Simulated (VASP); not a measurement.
Here is a VASP 6.6.1 calculation.

INCAR

```
PREC     = Accurate       # precision mode
ENCUT    = 600            # plane-wave cutoff, eV
EDIFF    = 1E-6           # SCF threshold, eV
ISMEAR   = 0              # smearing method
SIGMA    = 0.1            # smearing width, eV
LREAL    = False          # projectors in reciprocal space
LASPH    = True           # aspherical terms in the spheres
NELM     = 80             # most SCF steps
ALGO     = Normal         # electronic algorithm
ISIF     = 3              # what is computed and relaxed
LWAVE    = False          # write WAVECAR
LCHARG   = False          # write CHGCAR
GGA      = PE             # functional
IBRION   = 2              # ionic algorithm
NSW      = 100            # ionic steps
EDIFFG   = -0.01          # ionic threshold
```

Contents of KPOINTS:

```
Automatic mesh
0
Gamma
  18 18 18
```

Contents of POSCAR:

```
MoS
1.0
    3.0033422856      0.0000000000      0.0000000000
    0.0000000000      3.0033422856      0.0000000000
    0.0000000000      0.0000000000      3.0033422856
Mo S
1 1
Direct
    0.5000000000      0.5000000000      0.5000000000
    0.0000000000      0.0000000000      0.0000000000
```

Potentials or basis: VASP PAW PBE potentials, release 64 (Mo_sv, S).

Run with:

```bash
$ cat potpaw_PBE.64/Mo_sv/POTCAR potpaw_PBE.64/S/POTCAR > POTCAR
$ mpirun -np 1 vasp_std > vasp.out
```

(1) What does it give for the space group after relaxing (to 0.1 Å)?

(2) Predict the relaxed volume.

(3) Predict the band gap on the k mesh.

Answers

(1) Pm-3m (No. 221).

(2) 13.57 Å³/atom.

(3) zero (bands 10 and 11 overlap by 4.04 eV).
